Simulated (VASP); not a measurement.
# SbW (CsCl type) (Pm-3m) in VASP: single point with PBE

Aim: the single point of SbW (CsCl type) with PBE.

Program: VASP 6.6.1. These are calculated values, not measurements. Logs are shortened: lines on timing, memory, paths and dates and some standing lists are left out, and cuts for length are marked.

### 1 The cell of the first run

It takes space group Pm-3m (No. 221, cubic). Conventional cell: a = 3.330 Å, b = 3.330 Å, c = 3.330 Å, α = 90.00°, β = 90.00°, γ = 90.00°. W (site symmetry m-3m) has 8 Sb at 2.88 Å and 6 W at 3.33 Å within 3.8 Å. Within 3.8 Å of Sb (site symmetry m-3m) lie 8 W at 2.88 Å and 6 Sb at 3.33 Å.

### 2 Single point, PBE (18.46 Å³/atom)

Input file POSCAR:

```
SbW
1.0
    3.3295497324      0.0000000000      0.0000000000
    0.0000000000      3.3295497324      0.0000000000
    0.0000000000      0.0000000000      3.3295497324
W Sb
1 1
Direct
    0.0000000000      0.0000000000      0.0000000000
    0.5000000000      0.5000000000      0.5000000000
```

Input file INCAR.step1:

```
  PREC = Accurate
  ENCUT = 520
  EDIFF = 1E-7
  ISMEAR = -1
  SIGMA = 0.08
  LREAL = False
  LASPH = True
  NELM = 100
  ALGO = Normal
  ISIF = 2
  LWAVE = False
  LCHARG = True
  LMAXMIX = 4
  GGA = PE
  NBANDS = 16
```

Input file KPOINTS.step1:

```
regular mesh
0
Gamma
  12 12 12
```

Input file INCAR.step2:

```
  PREC = Accurate
  ENCUT = 520
  EDIFF = 1E-7
  ISMEAR = -5
  SIGMA = 0.08
  LREAL = False
  LASPH = True
  NELM = 100
  ALGO = Normal
  ISIF = 2
  LWAVE = False
  LCHARG = False
  LMAXMIX = 4
  GGA = PE
  LORBIT = 11
  NBANDS = 16
  NEDOS = 1001
  ICHARG = 11
```

Input file KPOINTS.step2:

```
regular mesh
0
Gamma
  18 18 18
```

Potentials or basis: VASP PAW PBE potentials, release 64 (W_sv, Sb).

On the command line:

```console
$ cat potpaw_PBE.64/W_sv/POTCAR potpaw_PBE.64/Sb/POTCAR > POTCAR
$ cp INCAR.step1 INCAR
$ cp KPOINTS.step1 KPOINTS
$ mpirun -np 1 vasp_std > vasp.out
$ cp INCAR.step2 INCAR
$ cp KPOINTS.step2 KPOINTS
$ mpirun -np 1 vasp_std > vasp.out
```

OUTCAR:

```text
PREC = Accurate
   ENCUT = 520
   EDIFF = 1E-7
   ISMEAR = -5
   LREAL = False
   LASPH = True
   NELM = 100
   ISIF = 2
   GGA = PE
   LORBIT = 11
   ICHARG = 11

 ion  position               nearest neighbor table
   1  0.000  0.000  0.000-   2 2.88   2 2.88   2 2.88   2 2.88   2 2.88   2 2.88   2 2.88   2 2.88

   2  0.500  0.500  0.500-   1 2.88   1 2.88   1 2.88   1 2.88   1 2.88   1 2.88   1 2.88   1 2.88

  LATTYP: Found a simple cubic cell.
 ALAT       =     3.3295497324

  Lattice vectors:

 A1 = (   3.3295497324,   0.0000000000,   0.0000000000)
 A2 = (   0.0000000000,   3.3295497324,   0.0000000000)
 A3 = (   0.0000000000,   0.0000000000,   3.3295497324)

Analysis of symmetry for initial positions (statically):
=====================================================================
 Subroutine PRICEL returns:
 Original cell was already a primitive cell.

 Routine SETGRP: Setting up the symmetry group for a
 simple cubic supercell.

 Subroutine GETGRP returns: Found 48 space group operations
 (whereof 48 operations were pure point group operations)
 out of a pool of 48 trial point group operations.

The static configuration has the point symmetry O_h .

Analysis of symmetry for dynamics (positions and initial velocities):
=====================================================================
 Subroutine PRICEL returns:
 Original cell was already a primitive cell.

 Routine SETGRP: Setting up the symmetry group for a
 simple cubic supercell.

 Subroutine GETGRP returns: Found 48 space group operations
 (whereof 48 operations were pure point group operations)
 out of a pool of 48 trial point group operations.

The dynamic configuration has the point symmetry O_h .

 Subroutine INISYM returns: Found 48 space group operations
 (whereof 48 operations are pure point group operations),
 and found     1 'primitive' translations

----------------------------------------------------------------------------------------

                                     Primitive cell

  volume of cell :      36.9111

  direct lattice vectors                    reciprocal lattice vectors
     3.329549732  0.000000000  0.000000000     0.300340911  0.000000000  0.000000000
     0.000000000  3.329549732  0.000000000     0.000000000  0.300340911  0.000000000
     0.000000000  0.000000000  3.329549732     0.000000000  0.000000000  0.300340911

  length of vectors
     3.329549732  3.329549732  3.329549732     0.300340911  0.300340911  0.300340911

  position of ions in fractional coordinates (direct lattice)
     0.000000000  0.000000000  0.000000000
     0.500000000  0.500000000  0.500000000

  ion indices of the primitive-cell ions
   primitive index   ion index
                 1           1
                 2           2

----------------------------------------------------------------------------------------

 KPOINTS: regular mesh

Automatic generation of k-mesh.
 Grid dimensions read from file:
 generate k-points for:   18   18   18

 Generating k-lattice:

  Cartesian coordinates                     Fractional coordinates (reciprocal lattice)
     0.016685606  0.000000000  0.000000000     0.055555556  0.000000000  0.000000000
     0.000000000  0.016685606  0.000000000     0.000000000  0.055555556  0.000000000
     0.000000000  0.000000000  0.016685606     0.000000000  0.000000000  0.055555556

  Length of vectors
     0.016685606  0.016685606  0.016685606

  Shift w.r.t. Gamma in fractional coordinates (k-lattice)
     0.000000000  0.000000000  0.000000000

 TETIRR: Found   2900 inequivalent tetrahedra from    34992

 Subroutine IBZKPT returns following result:
 ===========================================

 Found    220 irreducible k-points:

 Following reciprocal coordinates:
            Coordinates               Weight
  0.000000  0.000000  0.000000      1.000000
  0.055556  0.000000  0.000000      6.000000
  0.111111  0.000000  0.000000      6.000000
  0.166667  0.000000  0.000000      6.000000
  0.222222  0.000000  0.000000      6.000000
  0.277778  0.000000  0.000000      6.000000
[... 16 lines left out ...]
  0.277778  0.111111  0.000000     24.000000
  0.333333  0.111111  0.000000     24.000000
 [... further k-points ...]
   k-points           NKPTS =    220   k-points in BZ     NKDIM =    220   number of bands    NBANDS=     16
   number of dos      NEDOS =   1001   number of ions     NIONS =      2
   total plane-waves  NPLWV =  21952
   dimension x,y,z NGX =    28 NGY =   28 NGZ =   28
   dimension x,y,z NGXF=    56 NGYF=   56 NGZF=   56
   ions per type =               1   1
   NGX,Y,Z   is equivalent  to a cutoff of  13.98, 13.98, 13.98 a.u.
   NGXF,Y,Z  is equivalent  to a cutoff of  27.96, 27.96, 27.96 a.u.
 SYSTEM =  unknown system
   PREC   = accura    normal or accurate (medium, high low for compatibility)
   ISTART =      0    job   : 0-new  1-cont  2-samecut
   ICHARG =     11    charge: 1-file 2-atom 10-const
   ISPIN  =      1    spin polarized calculation?
   LNONCOLLINEAR =      F non collinear calculations
   LSORBIT =      F    spin-orbit coupling
   LASPH  =      T    aspherical Exc in radial PAW
   ENCUT  =  520.0 eV  38.22 Ry    6.18 a.u.   6.19  6.19  6.19*2*pi/ulx,y,z
   NELM   =    100;   NELMIN=  2; NELMDL=  0     # of ELM steps
   EDIFF  = 0.1E-06   stopping-criterion for ELM
   LREAL  =      F    real-space projection
   EDIFFG = 0.1E-05   stopping-criterion for IOM
   NSW    =      0    number of steps for IOM
   IBRION =     -1    ionic relax: 0-MD 1-quasi-New 2-CG
   NFREE  =      0    steps in history (QN), initial steepest desc. (CG)
   ISIF   =      2    stress and relaxation
   ISYM   =      2    0-nonsym 1-usesym 2-fastsym
   POTIM  = 0.5000    time-step for ionic-motion
   TEBEG  =    0.0;   TEEND  =   0.0 temperature during run
   PSTRESS=    0.0 pullay stress
   NELECT =      19.0000    total number of electrons
   NUPDOWN=      -1.0000    fix difference up-down
   EMIN   =  10.00;   EMAX   =-10.00  energy-range for DOS
   EFERMI =   0.00;   METHOD = LEGACY
   ISMEAR =    -5;   SIGMA  =   0.08  broadening in eV -4-tet -1-fermi 0-gaus
   EFERMI_NEDOS =   21; number of points for ismear=-14 and -15
   IALGO  =     38    algorithm
   IMIX   =      4    mixing-type and parameters
     AMIX     =   0.40;   BMIX     =  1.00
     AMIX_MAG =   1.60;   BMIX_MAG =  1.00
  volume/ion in A,a.u.               =      18.46       124.54
  Fermi-wavevector in a.u.,A,eV,Ry     =   1.312020  2.479359 23.421029  1.721397
  Thomas-Fermi vector in A             =   2.442441
   LORBIT       =     11    0 simple, 1 ext, 2 COOP (PROOUT), +10 PAW based schemes
   GGA     = PE    functional components
   LHFCALC =     F    Hartree Fock is set to
   AEXX    =    0.0000 exact exchange contribution
   IVDW    =     0    specifies the selected vdW correction
   LEPSILON=     F    determine dielectric tensor
   LRPA    =     F    only Hartree local field effects (RPA)
 non-spin polarized calculation
 Fermi weights with tetrahedron method with Bloechl corrections
  energy-cutoff  :      520.00
  volume of cell :       36.91
 maximum number of plane-waves:      1021
 NGX is ok and might be reduce to    28

 number of electron      18.9999999 magnetization

 Free energy of the ion-electron system (eV)
  ---------------------------------------------------
  ext. energy  EPLUGINS =         0.00000000
  ---------------------------------------------------
  free energy    TOTEN  =       -15.75220260 eV

  energy without entropy =      -15.75220260  energy(sigma->0) =      -15.75220260

 E-fermi :  11.5553     XC(G=0): -12.3688

 val. band max:       11.6183709424   @ k =   0.4444   0.3889   0.3889
 cond. band min:      11.5507087403   @ k =   0.3333   0.3333   0.3333
 fundamental gap:     -0.0676622022
 Fermi energy:        11.5553440489

 k-point     1 :       0.0000    0.0000    0.0000
  band No.  band energies     occupation
      1     -62.4400      2.00000
      2     -26.6055      2.00000
      3     -26.6055      2.00000
      4     -26.6055      2.00000
      5      -1.8125      2.00000
      6       8.5982      2.00000
[... 8 lines left out ...]
     15      21.1927      0.00000
     16      21.1927      0.00000

 k-point     2 :       0.0556    0.0000    0.0000
  band No.  band energies     occupation
      1     -62.4398      2.00000
      2     -26.6098      2.00000
      3     -26.6050      2.00000
      4     -26.6050      2.00000
      5      -1.7641      2.00000
      6       8.5339      2.00000
[... 8 lines left out ...]
     15      20.9670      0.00000
     16      21.3036      0.00000

 k-point     3 :       0.1111    0.0000    0.0000
  band No.  band energies     occupation
      1     -62.4394      2.00000
      2     -26.6221      2.00000
      3     -26.6037      2.00000
      4     -26.6037      2.00000
      5      -1.6198      2.00000
      6       8.2871      2.00000
[... 8 lines left out ...]
     15      20.4287      0.00000
     16      21.6678      0.00000

 k-point     4 :       0.1667    0.0000    0.0000
  band No.  band energies     occupation
      1     -62.4388      2.00000
      2     -26.6409      2.00000
      3     -26.6018      2.00000
      4     -26.6018      2.00000
      5      -1.3826      2.00000
      6       7.7693      2.00000
[... 8 lines left out ...]
     15      19.7773      0.00000
     16      22.3520      0.00000
[... 324 lines left out ...]
 k-point    22 :       0.2222    0.1111    0.0000
  band No.  band energies     occupation
      1     -62.4377      2.00000
      2     -26.6619      2.00000
      3     -26.6157      2.00000
      4     -26.5979      2.00000
      5      -0.8850      2.00000
      6       7.1053      2.00000
[... 8 lines left out ...]
     15      20.0235      0.00000
     16      22.6782      0.00000

 k-point    23 :       0.2778    0.1111    0.0000
  band No.  band energies     occupation
      1     -62.4369      2.00000
      2     -26.6862      2.00000
      3     -26.6130      2.00000
      4     -26.5954      2.00000
      5      -0.4943      2.00000
      6       6.2425      2.00000
[... 8 lines left out ...]
     15      20.1190      0.00000
     16      21.7912      0.00000

 k-point    24 :       0.3333    0.1111    0.0000
  band No.  band energies     occupation
      1     -62.4362      2.00000
      2     -26.7089      2.00000
      3     -26.6105      2.00000
      4     -26.5930      2.00000
      5      -0.0453      2.00000
      6       5.3784      2.00000
[... 8 lines left out ...]
     15      20.2860      0.00000
     16      20.6911      0.00000

 [... further k-points ...]

------------------------ aborting loop because EDIFF is reached ----------------------------------------

  FORCE on cell =-STRESS in cart. coord.  units (eV):
  Direction    XX          YY          ZZ          XY          YZ          ZX
  --------------------------------------------------------------------------------------
  -------------------------------------------------------------------------------------
  Total       -0.0104644     -0.0104644     -0.0104644      0.0000000     -0.0000000      0.0000000
  in kB       -0.4542233     -0.4542233     -0.4542233      0.0000000     -0.0000000      0.0000000
  external PRESSURE =      -0.4542233 kB  Pullay stress =       0.0000000 kB

 VOLUME and BASIS-vectors are now :
 -----------------------------------------------------------------------------
  energy-cutoff  :      520.00
  volume of cell :       36.91
      direct lattice vectors                 reciprocal lattice vectors
     3.329549732  0.000000000  0.000000000     0.300340911  0.000000000  0.000000000
     0.000000000  3.329549732  0.000000000     0.000000000  0.300340911  0.000000000
     0.000000000  0.000000000  3.329549732     0.000000000  0.000000000  0.300340911

 POSITION                                       TOTAL-FORCE (eV/Angst)
 -----------------------------------------------------------------------------------
      0.00000      0.00000      0.00000         0.000000      0.000000      0.000000
      1.66477      1.66477      1.66477         0.000000      0.000000      0.000000
 -----------------------------------------------------------------------------------
    total drift:                               -0.000000     -0.000000     -0.000000

  FREE ENERGIE OF THE ION-ELECTRON SYSTEM (eV)
  ---------------------------------------------------
  free  energy   TOTEN  =       -15.7522025955 eV

  energy  without entropy=      -15.7522025955  energy(sigma->0) =      -15.75220260

 total charge

# of ion       s       p       d       tot
------------------------------------------
    1        2.301   6.184   3.441  11.926
    2        1.098   1.287   0.113   2.497
--------------------------------------------------
tot          3.399   7.471   3.553  14.423
```

Run time: 48 s. Hardware: 1 thread of Intel Xeon 6975P-C (Granite Rapids), shared host; peak memory 0.26 GiB.

Results:

```
Valence electrons inside the program's atomic spheres : W 11.93; Sb 2.50
```

Levels at points of the mesh, in eV from the Fermi level:
```
           k point  band 7  band 8  band 9  band 10  band 11  band 12
(0.00, 0.00, 0.00)   -2.96    0.72    0.72     0.72     1.00     1.00
(0.50, 0.00, 0.00)   -2.35   -2.24   -2.24     1.07     2.38     5.78
(0.50, 0.50, 0.00)   -4.69   -3.35   -0.46    -0.46     2.55     2.57
(0.50, 0.50, 0.50)   -5.93   -5.93    2.26     2.26     2.26     2.68
```

Caveat: spin-orbit coupling is left out, which moves the levels of the heavy elements.
